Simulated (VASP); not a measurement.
# Ta: relaxation of volume and atoms at fixed shape with PBE

Crystal: Ta.

```
Ta
1.0
     3.30000    0.00000    0.00000
     0.00000    3.30000    0.00000
     0.00000    0.00000    3.30000
Ta
2
Direct
  0.00000 0.00000 0.00000
  0.50000 0.50000 0.50000
```

```json
{
  "Program": "VASP 6.6.1",
  "Task": "relaxation of volume and atoms at fixed shape",
  "Functional": "PBE",
  "Potentials or basis": "VASP PAW PBE potentials, release 64 (Ta_pv)",
  "Cutoff": "600 eV",
  "k mesh": "8 × 8 × 8",
  "Occupations": "methfessel-paxton, width 0.05 eV",
  "Spin": "collinear spin, zero start",
  "Starting moments": "[0.0, 0.0] μB",
  "Dipole correction": "no",
  "Further INCAR settings": "ALGO = Normal; EDIFF = 1e-07; IBRION = 2; EDIFFG = -0.03; NSW = 80; ISIF = 8"
}
```

* Relaxed volume: 18.32 Å³/atom
* Relaxed cell: a = 3.322 Å, b = 3.322 Å, c = 3.322 Å, α = 90.00°, β = 90.00°, γ = 90.00°
* Space group after relaxing (to 0.1 Å): Im-3m (No. 229)
* Energy gained by relaxing: 4.6 meV/atom
* Ionic steps: 3
* Pressure after relaxing: 0.0 GPa
* Band gap on the k mesh: zero (filled and empty bands overlap)
* Net moment: 0.00 μB per cell
* Valence electrons inside the program's atomic spheres: Ta 8.90

The path:
```
step  energy change (eV)  largest force (eV/Å)  pressure (GPa)  volume (Å³)
   1              0.0000                0.0000            4.16        35.94
   2              0.0417                0.0000           -8.64        38.42
   3             -0.0093                0.0000            0.00        36.65
```

Final structure:
```
Ta
1.0
     3.32158    0.00000    0.00000
     0.00000    3.32158    0.00000
     0.00000    0.00000    3.32158
Ta
2
Direct
  0.00000 0.00000 0.00000
  0.50000 0.50000 0.50000
```

Levels at points of the mesh, in eV from the Fermi level:
Spin up:
| k point | band 9 | band 10 | band 11 | band 12 | band 13 | band 14 |
| --- | --- | --- | --- | --- | --- | --- |
| (0.00, 0.00, 0.00) | -3.68 | 0.75 | 0.75 | 0.75 | 3.97 | 3.97 |
| (0.50, 0.00, 0.00) | -0.86 | -0.86 | 1.26 | 1.26 | 1.26 | 1.26 |
| (0.50, 0.50, 0.00) | -1.47 | -1.47 | 1.54 | 1.54 | 3.84 | 3.84 |
| (0.50, 0.50, 0.50) | -1.20 | -1.20 | -1.20 | -1.20 | 5.01 | 5.01 |
Spin down:
```csv
k point,band 8,band 9,band 10,band 11,band 12,band 13,band 14,band 15
"(0.00, 0.00, 0.00)",-3.68,-3.68,0.75,0.75,0.75,3.97,3.97,6.71
"(0.50, 0.00, 0.00)",-3.68,-0.86,-0.86,1.26,1.26,1.26,1.26,3.17
"(0.50, 0.50, 0.00)",-4.28,-1.47,-1.47,1.54,1.54,3.84,3.84,4.84
"(0.50, 0.50, 0.50)",-1.20,-1.20,-1.20,-1.20,-1.20,5.01,5.01,5.01
```

Run time: 41 s on 1 thread of AMD EPYC 9R45 96-Core Processor (Zen 5), with other jobs on the host, peak memory 0.17 GiB.

Caveat: spin-orbit coupling is left out, which moves the levels of the heavy elements.
